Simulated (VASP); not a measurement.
# CdS (Fm-3m) in VASP: further runs, part 2 of 2

VASP 6.6.1.

**3. Single point, PBE-based screened hybrid with 25 % exact exchange**

Input file POSCAR:

```
CdS
1.0
    0.0000000000      2.7532440000      2.7532440000
    2.7532440000      0.0000000000      2.7532440000
    2.7532440000      2.7532440000      0.0000000000
Cd S
1 1
Direct
    0.0000000000      0.0000000000      0.0000000000
    0.5000000000      0.5000000000      0.5000000000
```

Input file INCAR.step1:

```
PREC = Accurate
ENCUT = 520
EDIFF = 1E-5
ISMEAR = -1
SIGMA = 0.05
LREAL = False
LASPH = True
NELM = 100
ALGO = Normal
ISIF = 2
LWAVE = True
LCHARG = False
GGA = PE
NBANDS = 16
```

Input file INCAR.step2:

```
PREC = Accurate
ENCUT = 520
EDIFF = 1E-6
ISMEAR = -1
SIGMA = 0.05
LREAL = False
LASPH = True
NELM = 100
ALGO = Normal
ISIF = 2
LWAVE = False
LCHARG = False
GGA = PE
LHFCALC = True
AEXX = 0.25
HFSCREEN = 0.6
PRECFOCK = Normal
ISTART = 1
NBANDS = 16
```

Input file KPOINTS:

```
Automatic mesh
0
Gamma
  4 4 4
```

Potentials or basis: VASP PAW PBE potentials, release 64 (Cd, S).

Started as:

```sh
$ cat potpaw_PBE.64/Cd/POTCAR potpaw_PBE.64/S/POTCAR > POTCAR
$ cp INCAR.step1 INCAR
$ mpirun -np 1 vasp_std > vasp.out
$ cp INCAR.step2 INCAR
$ mpirun -np 1 vasp_std > vasp.out
```

OUTCAR:

```text
PREC = Accurate
   ENCUT = 520
   EDIFF = 1E-6
   ISMEAR = -1
   LREAL = False
   LASPH = True
   NELM = 100
   ISIF = 2
   GGA = PE
   LHFCALC = True
   AEXX = 0.25
   HFSCREEN = 0.6
   PRECFOCK = Normal
   ISTART = 1

 ion  position               nearest neighbor table
   1  0.000  0.000  0.000-   2 2.75   2 2.75   2 2.75   2 2.75   2 2.75   2 2.75
   2  0.500  0.500  0.500-   1 2.75   1 2.75   1 2.75   1 2.75   1 2.75   1 2.75

  LATTYP: Found a face centered cubic cell.
 ALAT       =     5.5064880000

  Lattice vectors:

 A1 = (   0.0000000000,   2.7532440000,   2.7532440000)
 A2 = (   2.7532440000,   0.0000000000,   2.7532440000)
 A3 = (   2.7532440000,   2.7532440000,   0.0000000000)

Analysis of symmetry for initial positions (statically):
=====================================================================
 Subroutine PRICEL returns:
 Original cell was already a primitive cell.

 Routine SETGRP: Setting up the symmetry group for a
 face centered cubic supercell.

 Subroutine GETGRP returns: Found 48 space group operations
 (whereof 48 operations were pure point group operations)
 out of a pool of 48 trial point group operations.

The static configuration has the point symmetry O_h .

Analysis of symmetry for dynamics (positions and initial velocities):
=====================================================================
 Subroutine PRICEL returns:
 Original cell was already a primitive cell.

 Routine SETGRP: Setting up the symmetry group for a
 face centered cubic supercell.

 Subroutine GETGRP returns: Found 48 space group operations
 (whereof 48 operations were pure point group operations)
 out of a pool of 48 trial point group operations.

The dynamic configuration has the point symmetry O_h .

[... 103 lines left out ...]
  Fermi-wavevector in a.u.,A,eV,Ry     =   1.236833  2.337275 20.813583  1.529755
  Thomas-Fermi vector in A             =   2.371425
   LORBIT       =      0    0 simple, 1 ext, 2 COOP (PROOUT), +10 PAW based schemes
   GGA     = PE    functional components
   LHFCALC =     T    Hartree Fock is set to
   PRECFOCK=normal    Normal, Fast or Accurate (Low or Medium for compatibility)
   ENCUT4O =  -1.0   cutoff for four orbital integrals eV
   NKREDX  =     1    reduce k-point grid by
   NKREDY  =     1    reduce k-point grid by
   NKREDZ  =     1    reduce k-point grid by
   AEXX    =    0.2500 exact exchange contribution
   HFSCREEN=    0.6000 screening length (either q_TF or 0.3 A-1)
   HFSCREENC=   0.6000 screening length for correlation (either q_TF or 0.3 A-1)
   ENCUTFOCK=  -1.0 apply spherical cutoff to Coloumb kernel
   IVDW    =     0    specifies the selected vdW correction
   LEPSILON=     F    determine dielectric tensor
   LRPA    =     F    only Hartree local field effects (RPA)
 non-spin polarized calculation
  energy-cutoff  :      520.00
  volume of cell :       41.74
 maximum number of plane-waves:      1158
 NGX is ok and might be reduce to    30
  NGX = 24; NGY = 24; NGZ = 24

 number of electron      18.0000005 magnetization

 Free energy of the ion-electron system (eV)
  ---------------------------------------------------
  ext. energy  EPLUGINS =         0.00000000
  ---------------------------------------------------
  free energy    TOTEN  =        -6.50709463 eV

  energy without entropy =       -6.50691968  energy(sigma->0) =       -6.50700716

 E-fermi :   2.8167     XC(G=0):  -9.0381

 val. band max:        2.4618220130   @ k =   0.5000   0.0000   0.0000
 cond. band min:       3.1176209949   @ k =   0.5000   0.5000   0.0000
 fundamental gap:      0.6557989819
 Fermi energy:         2.8167005962

 k-point     1 :       0.0000    0.0000    0.0000
  band No.  band energies     occupation
      1     -10.9421      2.00000
      2      -6.0454      2.00000
      3      -6.0454      2.00000
      4      -6.0219      2.00000
      5      -6.0219      2.00000
      6      -6.0219      2.00000
[... 129 lines left out ...]
      3      -6.0069      2.00000
      4      -6.0069      2.00000
      5      -5.7779      2.00000
      6      -5.2575      2.00000
[... 8 lines left out ...]
     15      15.9983      0.00000
     16      17.7579      0.00000

------------------------ aborting loop because EDIFF is reached ----------------------------------------

  FORCE on cell =-STRESS in cart. coord.  units (eV):
  Direction    XX          YY          ZZ          XY          YZ          ZX
  --------------------------------------------------------------------------------------
  -------------------------------------------------------------------------------------
  Total       -0.1435055     -0.1435055     -0.1435055      0.0000000     -0.0000000      0.0000000
  in kB       -5.5082683     -5.5082683     -5.5082683      0.0000000     -0.0000000      0.0000000
  external PRESSURE =      -5.5082683 kB  Pullay stress =       0.0000000 kB

 VOLUME and BASIS-vectors are now :
 -----------------------------------------------------------------------------
  energy-cutoff  :      520.00
  volume of cell :       41.74
      direct lattice vectors                 reciprocal lattice vectors
     0.000000000  2.753244000  2.753244000    -0.181603955  0.181603955  0.181603955
     2.753244000  0.000000000  2.753244000     0.181603955 -0.181603955  0.181603955
     2.753244000  2.753244000  0.000000000     0.181603955  0.181603955 -0.181603955

 POSITION                                       TOTAL-FORCE (eV/Angst)
 -----------------------------------------------------------------------------------
      0.00000      0.00000      0.00000         0.000000      0.000000     -0.000000
      2.75324      2.75324      2.75324        -0.000000     -0.000000      0.000000
 -----------------------------------------------------------------------------------
    total drift:                               -0.000000     -0.000001     -0.000001

  FREE ENERGIE OF THE ION-ELECTRON SYSTEM (eV)
  ---------------------------------------------------
  free  energy   TOTEN  =        -6.5070946308 eV

  energy  without entropy=       -6.5069196820  energy(sigma->0) =       -6.50700716
```

Wall time 13 min (1 thread of Intel Xeon 8259CL, shared host); peak memory 0.27 GiB.

What came out:

```yaml
Free_energy: -6.5071 eV
Pressure: -0.6 GPa
Band_gap_on_the_k_mesh: 0.66 eV (least direct gap 1.93 eV)
```

Caveat: the k points lie up to 0.49 Å⁻¹ apart; the PAW data sets were made with another functional, which shifts forces and pressure a little. A k mesh can miss the band edges.

**4. Relaxation of cell and atoms, PBEsol**

Input file INCAR:

```
PREC = Accurate
ENCUT = 540
EDIFF = 1E-7
ISMEAR = -1
SIGMA = 0.05
LREAL = False
LASPH = True
NELM = 120
ALGO = Normal
ISIF = 3
LWAVE = False
LCHARG = False
GGA = PS
IBRION = 2
NSW = 60
EDIFFG = -0.01
GGA_COMPAT = False
NELMIN = 4
```

Input file KPOINTS:

```
Automatic mesh
0
Gamma
  8 8 8
```

POSCAR is that of step 3.

Potentials or basis: VASP PAW PBE potentials, release 64 (Cd_sv_GW, S).

Started as:

```sh
$ cat potpaw_PBE.64/Cd_sv_GW/POTCAR potpaw_PBE.64/S/POTCAR > POTCAR
$ mpirun -np 1 vasp_std > vasp.out
```

Run time: 34 s. Hardware: 1 thread of AMD EPYC 9R45 (Zen 5), shared host; peak memory 0.17 GiB.

It converged, with:

```yaml
Free_energy: -6.7495 eV
Relaxed_volume: 19.47 Å³/atom
Relaxed_cell: a = 3.804 Å, b = 3.804 Å, c = 3.804 Å, α = 60.00°, β = 60.00°, γ = 60.00°
Space_group_after_relaxing_to_0.1_Å: Fm-3m (No. 225)
Energy_gained_by_relaxing: 25.7 meV/atom
Ionic_steps: 3
Pressure_after_relaxing: 0.0 GPa
Band_gap_on_the_k_mesh: 0.13 eV (least direct gap 1.91 eV)
```

Step by step:
| step | energy change (eV) | largest force (eV/Å) | pressure (GPa) | volume (Å³) |
| --- | --- | --- | --- | --- |
| 1 | 0.0000 | 0.0000 | -5.49 | 41.74 |
| 2 | -0.0366 | 0.0000 | 3.59 | 37.57 |
| 3 | -0.0514 | 0.0000 | -0.01 | 38.94 |

Final structure:
```xyz
2
Lattice="0.0000 2.6901 2.6901 2.6901 0.0000 2.6901 2.6901 2.6901 0.0000" Properties=species:S:1:pos:R:3 pbc="T T T"
Cd    0.0000    0.0000    0.0000
S     2.6901    2.6901    2.6901
```

Levels at points of the mesh, in eV from the valence-band top:
```
           k point  band 10  band 11  band 12  band 13  band 14  band 15  band 16  band 17
(0.00, 0.00, 0.00)    -7.72    -0.89    -0.89    -0.89     1.02     9.16     9.16     9.16
(0.50, 0.00, 0.00)    -7.47    -5.15     0.00     0.00     3.29     5.74     5.74     7.19
(0.50, 0.50, 0.00)    -6.61    -4.67    -2.40    -2.40     0.13     5.83    10.02    11.50
```

Caveat: semilocal functionals underestimate gaps, and a narrow one can read as zero; the PAW data sets were made with another functional, which shifts forces and pressure a little.

**5. Single point, PBE+D3(BJ)**

This run uses another cell than the first one, of 24.00 Å³/atom.

Input file INCAR:

```
ALGO = Normal
EDIFF = 1E-6
ENCUT = 500
GGA = PE
GGA_COMPAT = F
ISIF = 2
ISMEAR = 0
ISYM = -1
IVDW = 12
LASPH = T
LCHARG = F
LREAL = F
LWAVE = F
NBANDS = 16
NELM = 120
PREC = Accurate
SIGMA = 0.01
```

Input file KPOINTS:

```
explicit points
256
Reciprocal
  0.06250000   0.06250000   0.06250000 2
  0.06250000   0.06250000   0.18750000 2
  0.06250000   0.06250000   0.31250000 2
  0.06250000   0.06250000   0.43750000 2
  0.06250000   0.06250000   0.56250000 2
  0.06250000   0.06250000   0.68750000 2
[... 248 lines left out ...]
  0.43750000   0.93750000   0.81250000 2
  0.43750000   0.93750000   0.93750000 2
```

Input file POSCAR:

```
CdS
1.0
    0.0000000000      2.8845449761      2.8845449761
    2.8845449761      0.0000000000      2.8845449761
    2.8845449761      2.8845449761      0.0000000000
Cd S
1 1
Direct
    0.0000000000      0.0000000000      0.0000000000
    0.5000000000      0.5000000000      0.5000000000
```

Potentials or basis: VASP PAW PBE potentials, release 64 (Cd, S).

Started as:

```sh
$ cat potpaw_PBE.64/Cd/POTCAR potpaw_PBE.64/S/POTCAR > POTCAR
$ mpirun -np 1 vasp_std > vasp.out
```

It took 2.9 min on 1 thread of Intel Xeon Platinum 8175M at 2.50GHz (Skylake/Cascade Lake), shared host; peak memory 0.31 GiB.

It converged, with:

| Property | Result |
| --- | --- |
| Free energy | -6.3620 eV |
| Pressure | -9.5 GPa |
| Band gap on the k mesh | 0.44 eV (least direct gap 1.20 eV) |
| Dispersion energy per atom | -0.323 eV |

Levels at points of the mesh, in eV from the valence-band top:
```tsv
k point	band 6	band 7	band 8	band 9	band 10	band 11	band 12	band 13
(0.06, 0.06, 0.06)	-7.40	-0.94	-0.45	-0.45	0.75	8.69	9.08	9.08
```

Caveat: the cell stands under tension; semilocal functionals underestimate gaps, and a narrow one can read as zero; a shifted mesh leaves out Γ, where band edges can lie.

**6. Summary**

| task | level | potentials or basis | cell | k mesh | cutoff (eV) | smearing | grid for exact exchange (PRECFOCK) | share of exact exchange | screening parameter | gap on the mesh (eV) | pressure (GPa) |
| --- | --- | --- | --- | --- | --- | --- | --- | --- | --- | --- | --- |
| single point | PBE-based screened hybrid with 25 % exact exchange | VASP PAW PBE potentials, release 64 (Cd, S) | a = 3.894 Å, angles 60.0°, 2 atoms | 4 × 4 × 4 | 520 | fermi-dirac 0.05 eV | Normal | 0.25 | 0.4 1/Å | 0.87 | -1.0 |
| single point | PBE-based screened hybrid with 25 % exact exchange | VASP PAW PBE potentials, release 64 (Cd, S) | a = 3.894 Å, angles 60.0°, 2 atoms | 4 × 4 × 4 | 520 | fermi-dirac 0.05 eV | Normal | 0.25 | 0.6 1/Å | 0.66 | -0.6 |
| relaxation of cell and atoms | PBEsol | VASP PAW PBE potentials, release 64 (Cd_sv_GW, S) | relaxed from a = 3.894 Å, angles 60.0°, 2 atoms | 8 × 8 × 8 | 540 | fermi-dirac 0.05 eV | - | - | - | 0.13 | 0.0 |
| single point | PBE+D3(BJ) | VASP PAW PBE potentials, release 64 (Cd, S) | a = 4.079 Å, angles 60.0°, 2 atoms | 8 × 8 × 8, shifted | 500 | gaussian 0.01 eV | - | - | - | 0.44 | -9.5 |

Alike in all rows: no spin polarisation.

Caveats: some runs use coarse meshes; the PAW data sets were made with another functional, which shifts forces and pressure a little (at least some runs); semilocal functionals underestimate gaps, and a narrow one can read as zero (at least some runs); the cell stands under tension (at least some runs); a shifted mesh leaves out Γ, where band edges can lie (at least some runs).

Absolute energies hang on the potentials; compare differences alone.

The gap in the log of VASP goes by the Fermi energy; the results here count the filled bands.